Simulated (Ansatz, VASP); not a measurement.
**C: VASP beside Ansatz**

```xyz
2
Lattice="1.2325 0.7116 3.3614 -1.2325 0.7116 3.3614 0.0000 -1.4232 3.3614" Properties=species:S:1:pos:R:3 pbc="T T T"
C     0.0000   -0.0150    1.5850
C     0.0000    0.0150    8.4992
```

Change from the starting cell: mode 4 frozen in at -0.095 Å and mode 6 at -0.015 Å (largest displacements).

Alike in both runs: task single point; functional PBE; dispersion D3(BJ); k mesh 15 × 15 × 15; occupations gaussian, width 0.05 eV; no spin polarisation.

```csv
,VASP,Ansatz
version,VASP 6.6.1,Ansatz 0.2.0
potentials or method,"VASP PAW PBE potentials, release 64 (C), cutoff 520 eV","scalar-relativistic, plane waves, PAW"
valence electrons in the cell,8,8
```

|  | VASP | Ansatz | Ansatz less VASP |
| --- | --- | --- | --- |
| gap on the k mesh at the Fermi level (eV) | 0.56 | 0.56 | 0.000 |
| least direct gap on the mesh (eV) | 0.62 | 0.62 | 0.000 |
| pressure (GPa) | -1.3 | -1.7 | -0.44 |
| traceless stress, the component that is largest in VASP (GPa) | 5.23 | 4.91 | -0.314 |
| rms of the force components (eV/Å) | 2.014 | 2.019 | +0.0049 |

Atom by atom the forces differ by 0.007 eV/Å (rms over components).
